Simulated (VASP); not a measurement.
Ag, 1 atom in the cell. The cell holds a sublattice, 1 atom: a = 3.868 Å, b = 3.868 Å, c = 3.868 Å, α = 60.00°, β = 60.00°, γ = 60.00°. 

- Program: VASP 6.6.1
- Task: single point
- Functional: LDA
- Potentials or basis: VASP PAW LDA potentials, release 64 (Ag)
- Cutoff: 520 eV
- k mesh: 10 × 10 × 10
- Occupations: gaussian, width 0.1 eV
- Spin: no spin polarisation
- Dipole correction: no
- Further INCAR settings: ALGO = Normal; EDIFF = 1e-06; NBANDS = 12

Potentials or basis: VASP PAW LDA potentials, release 64 (Ag).

The run is started by

```bash
$ cat potpaw_LDA.64/Ag/POTCAR > POTCAR
$ mpirun -np 1 vasp_std > vasp.out
```

Hardware: 1 thread of AMD EPYC 9R45 96-Core Processor (Zen 5) (shared host).

**Question.** How long does it take, and how much memory?

**Answer.** Run time: 8.9 s on 1 thread of AMD EPYC 9R45 96-Core Processor (Zen 5), with other jobs on the host, peak memory 0.13 GiB. Counts: scf iterations 11, k points 47.
